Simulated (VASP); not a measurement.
Runs of VASP 6.6.1 on BiP (zincblende type). The structure is that of space group F-43m (No. 216), or close to it. The cells are those of the table. 

```tsv
task	cell	k mesh	cutoff (eV)	gap on the mesh (eV)	pressure (GPa)
electric field gradients	a = 4.599 Å, angles 60.0°, 2 atoms	4 × 4 × 4	520	none	-1.0
single point	a = 4.599 Å, angles 60.0°, 2 atoms	9 × 9 × 9	520	none	0.0
single point	a = 4.599 Å, angles 60.0°, 2 atoms	13 × 13 × 13	520	none	-0.1
electric field gradients	a = 4.599 Å, angles 60.0°, 2 atoms	3 × 3 × 3	520	0.40	(a)
single point	a = 4.599 Å, angles 60.0°, 2 atoms	7 × 7 × 7	520	none	0.1
electric field gradients	a = 4.599 Å, angles 60.0°, 2 atoms	13 × 13 × 13	520	none	-0.1
relaxation of cell and atoms	relaxed from a = 4.330 Å, angles 60.0°, 2 atoms	9 × 9 × 9	600	none	0.0
electric field gradients	a = 4.599 Å, angles 60.0°, 2 atoms	7 × 7 × 7	520	none	0.1
```

Alike in all rows: level PBE; potentials or basis VASP PAW PBE potentials, release 64 (Bi_d, P); no spin polarisation; smearing fermi-dirac 0.05 eV.

Task: Estimate the missing entries.

Result: (a) -1.6.

Caveats: some runs use coarse meshes; spin-orbit coupling is left out, which moves the levels of the heavy elements.

A k mesh can miss the band edges, and the runs leave out spin-orbit coupling on Bi.

A gap of «none» marks levels without a gap at the run's occupations.
